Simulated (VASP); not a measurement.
# Hg2O in VASP: notebook, part 2 of 2

VASP 6.6.1.

### Step 3. Single point, PBE

This run uses another cell than the first one, of 18.22 Å³/atom.

File INCAR:

```
ALGO = Normal
EDIFF = 1E-6
ENCUT = 700
GGA = PE
GGA_COMPAT = False
ISIF = 2
ISMEAR = 0
LASPH = True
LCHARG = False
LREAL = False
LWAVE = False
NBANDS = 30
NELM = 120
PREC = Accurate
SIGMA = 0.15
```

File KPOINTS:

```
k-points
0
Gamma
  5 3 3
```

File POSCAR:

```
Hg2O
1.0
    3.1643311103      0.0000000000      0.0000000000
    0.0000000000      5.6544106330      0.0000000000
    0.0000000000      0.0000000000      3.0541705673
Hg O
2 1
Direct
    0.0000000000      0.7392466956      0.5000000000
    0.0000000000      0.2607533044      0.5000000000
    0.5000000000      0.0000000000      0.0000000000
```

Potentials or basis: VASP PAW PBE potentials, release 64 (Hg_sv_GW, O).

Launch:

```
cat potpaw_PBE.64/Hg_sv_GW/POTCAR potpaw_PBE.64/O/POTCAR > POTCAR
mpirun -np 1 vasp_std > vasp.out
```

OUTCAR:

```text
EDIFF = 1E-6
   ENCUT = 700
   GGA = PE
   ISIF = 2
   ISMEAR = 0
   LASPH = True
   LREAL = False
   NELM = 120
   PREC = Accurate

 ion  position               nearest neighbor table
   1  0.000  0.739  0.500-   2 2.71   2 2.95
   2  0.000  0.261  0.500-   1 2.71   1 2.95
   3  0.500  0.000  0.000-

  LATTYP: Found a simple orthorhombic cell.
 ALAT       =     3.0541705673
 B/A-ratio  =     1.0360688903
 C/A-ratio  =     1.8513735590

  Lattice vectors:

 A1 = (   0.0000000000,   0.0000000000,   3.0541705673)
 A2 = (   3.1643311103,   0.0000000000,   0.0000000000)
 A3 = (   0.0000000000,   5.6544106330,   0.0000000000)

Analysis of symmetry for initial positions (statically):
=====================================================================
 Subroutine PRICEL returns:
 Original cell was already a primitive cell.

 Routine SETGRP: Setting up the symmetry group for a
 simple orthorhombic supercell.

 Subroutine GETGRP returns: Found  8 space group operations
 (whereof  8 operations were pure point group operations)
 out of a pool of  8 trial point group operations.

The static configuration has the point symmetry D_2h.

Analysis of symmetry for dynamics (positions and initial velocities):
=====================================================================
 Subroutine PRICEL returns:
 Original cell was already a primitive cell.

 Routine SETGRP: Setting up the symmetry group for a
 simple orthorhombic supercell.

 Subroutine GETGRP returns: Found  8 space group operations
 (whereof  8 operations were pure point group operations)
 out of a pool of  8 trial point group operations.

The dynamic configuration has the point symmetry D_2h.

 Subroutine INISYM returns: Found  8 space group operations
 (whereof  8 operations are pure point group operations),
 and found     1 'primitive' translations

----------------------------------------------------------------------------------------

                                     Primitive cell

  volume of cell :      54.6465

  direct lattice vectors                    reciprocal lattice vectors
     3.164331110  0.000000000  0.000000000     0.316022554  0.000000000  0.000000000
     0.000000000  5.654410633  0.000000000     0.000000000  0.176853091  0.000000000
     0.000000000  0.000000000  3.054170567     0.000000000  0.000000000  0.327421137

  length of vectors
     3.164331110  5.654410633  3.054170567     0.316022554  0.176853091  0.327421137

  position of ions in fractional coordinates (direct lattice)
     0.000000000  0.739246696  0.500000000
     0.000000000  0.260753304  0.500000000
     0.500000000  0.000000000  0.000000000

  ion indices of the primitive-cell ions
   primitive index   ion index
                 1           1
                 2           2
                 3           3

----------------------------------------------------------------------------------------

 KPOINTS: k-points

Automatic generation of k-mesh.
 Grid dimensions read from file:
 generate k-points for:    5    3    3

 Generating k-lattice:

  Cartesian coordinates                     Fractional coordinates (reciprocal lattice)
     0.063204511  0.000000000  0.000000000     0.200000000  0.000000000  0.000000000
     0.000000000  0.058951030  0.000000000     0.000000000  0.333333333  0.000000000
     0.000000000  0.000000000  0.109140379     0.000000000  0.000000000  0.333333333

  Length of vectors
     0.063204511  0.058951030  0.109140379

  Shift w.r.t. Gamma in fractional coordinates (k-lattice)
     0.000000000  0.000000000  0.000000000

 Subroutine IBZKPT returns following result:
 ===========================================

 Found     12 irreducible k-points:

 Following reciprocal coordinates:
            Coordinates               Weight
  0.000000  0.000000  0.000000      1.000000
  0.200000  0.000000  0.000000      2.000000
  0.400000  0.000000  0.000000      2.000000
  0.000000  0.333333  0.000000      2.000000
  0.200000  0.333333  0.000000      4.000000
  0.400000  0.333333  0.000000      4.000000
  0.000000  0.000000  0.333333      2.000000
  0.200000  0.000000  0.333333      4.000000
  0.400000  0.000000  0.333333      4.000000
  0.000000  0.333333  0.333333      4.000000
  0.200000  0.333333  0.333333      8.000000
  0.400000  0.333333  0.333333      8.000000
   k-points           NKPTS =     12   k-points in BZ     NKDIM =     12   number of bands    NBANDS=     30
   number of dos      NEDOS =    301   number of ions     NIONS =      3
   total plane-waves  NPLWV =  39200
   dimension x,y,z NGX =    28 NGY =   50 NGZ =   28
   dimension x,y,z NGXF=    56 NGYF=  100 NGZF=   56
   ions per type =               2   1
   NGX,Y,Z   is equivalent  to a cutoff of  14.71, 14.70, 15.24 a.u.
   NGXF,Y,Z  is equivalent  to a cutoff of  29.42, 29.40, 30.48 a.u.
 SYSTEM =  unknown system
   PREC   = accura    normal or accurate (medium, high low for compatibility)
   ISTART =      0    job   : 0-new  1-cont  2-samecut
   ICHARG =      2    charge: 1-file 2-atom 10-const
   ISPIN  =      1    spin polarized calculation?
   LNONCOLLINEAR =      F non collinear calculations
   LSORBIT =      F    spin-orbit coupling
   LASPH  =      T    aspherical Exc in radial PAW
   ENCUT  =  700.0 eV  51.45 Ry    7.17 a.u.   6.83 12.20  6.59*2*pi/ulx,y,z
   NELM   =    120;   NELMIN=  2; NELMDL= -5     # of ELM steps
   EDIFF  = 0.1E-05   stopping-criterion for ELM
   LREAL  =      F    real-space projection
   EDIFFG = 0.1E-04   stopping-criterion for IOM
   NSW    =      0    number of steps for IOM
   IBRION =     -1    ionic relax: 0-MD 1-quasi-New 2-CG
   NFREE  =      0    steps in history (QN), initial steepest desc. (CG)
   ISIF   =      2    stress and relaxation
   ISYM   =      2    0-nonsym 1-usesym 2-fastsym
   POTIM  = 0.5000    time-step for ionic-motion
   TEBEG  =    0.0;   TEEND  =   0.0 temperature during run
   PSTRESS=    0.0 pullay stress
   NELECT =      46.0000    total number of electrons
   NUPDOWN=      -1.0000    fix difference up-down
   EMIN   =  10.00;   EMAX   =-10.00  energy-range for DOS
   EFERMI =   0.00;   METHOD = LEGACY
   ISMEAR =     0;   SIGMA  =   0.15  broadening in eV -4-tet -1-fermi 0-gaus
   EFERMI_NEDOS =   21; number of points for ismear=-14 and -15
   IALGO  =     38    algorithm
   IMIX   =      4    mixing-type and parameters
     AMIX     =   0.40;   BMIX     =  1.00
     AMIX_MAG =   1.60;   BMIX_MAG =  1.00
  volume/ion in A,a.u.               =      18.22       122.92
  Fermi-wavevector in a.u.,A,eV,Ry     =   1.545752  2.921048 32.509086  2.389350
  Thomas-Fermi vector in A             =   2.651086
   LORBIT       =      0    0 simple, 1 ext, 2 COOP (PROOUT), +10 PAW based schemes
   GGA     = PE    functional components
   LHFCALC =     F    Hartree Fock is set to
   AEXX    =    0.0000 exact exchange contribution
   IVDW    =     0    specifies the selected vdW correction
   LEPSILON=     F    determine dielectric tensor
   LRPA    =     F    only Hartree local field effects (RPA)
 non-spin polarized calculation
 Gauss-broadening in eV      SIGMA  =   0.15
  energy-cutoff  :      700.00
  volume of cell :       54.65
 maximum number of plane-waves:      2313
 NGX is ok and might be reduce to    28
   NGX = 13   NGY = 25   NGZ = 13

 number of electron      45.9999993 magnetization

 Free energy of the ion-electron system (eV)
  ---------------------------------------------------
  ext. energy  EPLUGINS =         0.00000000
  ---------------------------------------------------
  free energy    TOTEN  =        -5.21094901 eV

  energy without entropy =       -5.20007993  energy(sigma->0) =       -5.20551447

 E-fermi :   4.9141     XC(G=0): -11.3233

 val. band max:        4.4801837395   @ k =   0.4000   0.3333   0.3333
 cond. band min:       4.9450293082   @ k =   0.4000   0.0000   0.3333
 fundamental gap:      0.4648455687
 Fermi energy:         4.9140700114

 k-point     1 :       0.0000    0.0000    0.0000
  band No.  band energies     occupation
      1    -109.4522      2.00000
      2    -109.4478      2.00000
      3     -57.9173      2.00000
      4     -57.8013      2.00000
      5     -57.7796      2.00000
      6     -57.7704      2.00000
[... 385 lines left out ...]
     29      14.6059      0.00000
     30      15.4641      0.00000

------------------------ aborting loop because EDIFF is reached ----------------------------------------

  FORCE on cell =-STRESS in cart. coord.  units (eV):
  Direction    XX          YY          ZZ          XY          YZ          ZX
  --------------------------------------------------------------------------------------
  -------------------------------------------------------------------------------------
  Total       -0.1296916     -0.0522237     -0.0827504      0.0000000      0.0000000      0.0000000
  in kB       -3.8024173     -1.5311437     -2.4261535      0.0000000      0.0000000      0.0000000
  external PRESSURE =      -2.5865715 kB  Pullay stress =       0.0000000 kB

 VOLUME and BASIS-vectors are now :
 -----------------------------------------------------------------------------
  energy-cutoff  :      700.00
  volume of cell :       54.65
      direct lattice vectors                 reciprocal lattice vectors
     3.164331110  0.000000000  0.000000000     0.316022554  0.000000000  0.000000000
     0.000000000  5.654410633  0.000000000     0.000000000  0.176853091  0.000000000
     0.000000000  0.000000000  3.054170567     0.000000000  0.000000000  0.327421137

 POSITION                                       TOTAL-FORCE (eV/Angst)
 -----------------------------------------------------------------------------------
      0.00000      4.18000      1.52709         0.000000      0.001153      0.000000
      0.00000      1.47441      1.52709         0.000000     -0.001153      0.000000
      1.58217      0.00000      0.00000         0.000000      0.000000      0.000000
 -----------------------------------------------------------------------------------
    total drift:                               -0.000000      0.000000     -0.000000

  FREE ENERGIE OF THE ION-ELECTRON SYSTEM (eV)
  ---------------------------------------------------
  free  energy   TOTEN  =        -5.2109490117 eV

  energy  without entropy=       -5.2000799279  energy(sigma->0) =       -5.20551447
```

It took 27 s on 1 thread of Intel Xeon Platinum 8488C (Sapphire Rapids), shared host; peak memory 0.2 GiB.

What came out:

```
Free energy            : -5.2109 eV
Pressure               : -0.3 GPa
Band gap on the k mesh : zero (bands 23 and 24 overlap by 0.71 eV)
```

Stress tensor (GPa, compression positive):
```
-0.38  0.00  0.00
 0.00 -0.15  0.00
 0.00  0.00 -0.24
```

Caveat: the k points lie up to 0.69 Å⁻¹ apart, too coarse for converged energies and pressures of a metal; semilocal functionals underestimate gaps, and a narrow one can read as zero; spin-orbit coupling is left out, which moves the levels of the heavy elements.

The gap in the log of VASP goes by the Fermi energy; the results here count the filled bands.